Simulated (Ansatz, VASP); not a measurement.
**One calculation of Al3BN2, two programs**

```xyz
6
Lattice="3.2300 0.0000 0.0000 -1.6150 2.7973 0.0000 0.0000 0.0000 7.9100" Properties=species:S:1:pos:R:3 pbc="T T T"
Al    1.6150    0.9324    5.2736
Al    0.0000    0.0000    0.0000
Al    0.0000    1.8648    2.6364
B     0.0000    0.0000    1.9775
N     1.6150    0.9324    7.2511
N     0.0000    1.8648    4.6139
```

Alike in both runs: task relaxation of cell and atoms; functional PBE; k mesh 4 × 4 × 2; occupations gaussian, width 0.15 eV; no spin polarisation.

```csv
,VASP,Ansatz
version,VASP 6.6.1,Ansatz 0.2.0
potentials or method,"VASP PAW PBE potentials, release 64 (Al, B, N), cutoff 600 eV","scalar-relativistic, plane waves, PAW"
valence electrons in the cell,22,22
```

```tsv
	VASP	Ansatz	Ansatz less VASP
gap on the k mesh at the Fermi level, each at its own relaxed structure (eV)	none	none	-
relaxed volume (Å³/atom)	11.79	11.82	+0.036
relaxed cell length with the largest relative difference (Å)	3.094	3.101	+0.0067
```

A gap of «none» marks a metal or a gap that the smearing closes.

The k mesh is coarse, so the values compare programs but aren't converged.
